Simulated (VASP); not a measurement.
# Ti3Ge2: relaxation of cell and atoms with PBE

Ti3Ge2:

```xyz
5
Lattice="4.4669 0.0000 0.0000 0.0000 4.4669 0.0000 0.0000 0.0000 4.4669" Properties=species:S:1:pos:R:3 pbc="T T T"
Ti    2.2334    0.0000    0.0000
Ti    0.0000    2.2334    0.0000
Ti    0.0000    0.0000    2.2334
Ge    0.0000    0.0000    0.0000
Ge    2.2334    2.2334    2.2334
```

* Program: VASP 6.6.1
* Task: relaxation of cell and atoms
* Functional: PBE
* Potentials or basis: VASP PAW PBE potentials, release 64 (Ti_sv, Ge_d)
* Cutoff: 600 eV
* k mesh: 4 × 4 × 4
* Occupations: gaussian, width 0.1 eV
* Spin: no spin polarisation
* Dipole correction: no
* Further INCAR settings: ALGO = Normal; EDIFF = 1e-07; IBRION = 2; EDIFFG = -0.04; NSW = 90; ISIF = 3

| Item | Value |
| --- | --- |
| Relaxed volume | 20.40 Å³/atom |
| Relaxed cell | a = 4.673 Å, b = 4.673 Å, c = 4.673 Å, α = 90.00°, β = 90.00°, γ = 90.00° |
| Space group after relaxing (to 0.05 Å) | Pm-3m (No. 221) |
| Energy gained by relaxing | 108.1 meV/atom |
| Ionic steps | 3 |
| Pressure after relaxing | -0.1 GPa |
| Band gap on the k mesh | zero (band 32 reaches 6.56 eV, above the bottom of band 33 at 6.25 eV) |

The path:
```tsv
step	energy change (eV)	largest force (eV/Å)	pressure (GPa)	volume (Å³)
1	0.0000	0.0000	15.18	89.13
2	-0.2846	0.0000	-6.94	112.73
3	-0.5407	0.0000	-0.08	102.02
```

Final structure:
```xyz
5
Lattice="4.6726 0.0000 0.0000 0.0000 4.6726 0.0000 0.0000 0.0000 4.6726" Properties=species:S:1:pos:R:3 pbc="T T T"
Ti    2.3363    0.0000    0.0000
Ti    0.0000    2.3363    0.0000
Ti    0.0000    0.0000    2.3363
Ge    0.0000    0.0000    0.0000
Ge    2.3363    2.3363    2.3363
```

Levels at points of the mesh, in eV from the Fermi level:
| k point | band 29 | band 30 | band 31 | band 32 | band 33 | band 34 | band 35 | band 36 |
| --- | --- | --- | --- | --- | --- | --- | --- | --- |
| (0.00, 0.00, 0.00) | -1.29 | -1.29 | -1.16 | -1.16 | 0.56 | 0.93 | 0.93 | 0.93 |
| (0.50, 0.00, 0.00) | -1.73 | -1.73 | -1.04 | -0.29 | 0.33 | 0.57 | 0.71 | 0.71 |
| (0.50, 0.50, 0.00) | -1.92 | -1.64 | -0.25 | -0.25 | 0.22 | 0.22 | 0.56 | 0.84 |
| (0.50, 0.50, 0.50) | -2.18 | -2.18 | 0.09 | 0.09 | 0.09 | 0.15 | 0.15 | 0.15 |

Wall time 2.2 min on 1 thread of Intel(R) Xeon(R) 6975P-C (Granite Rapids) (shared host), peak memory 0.23 GiB.
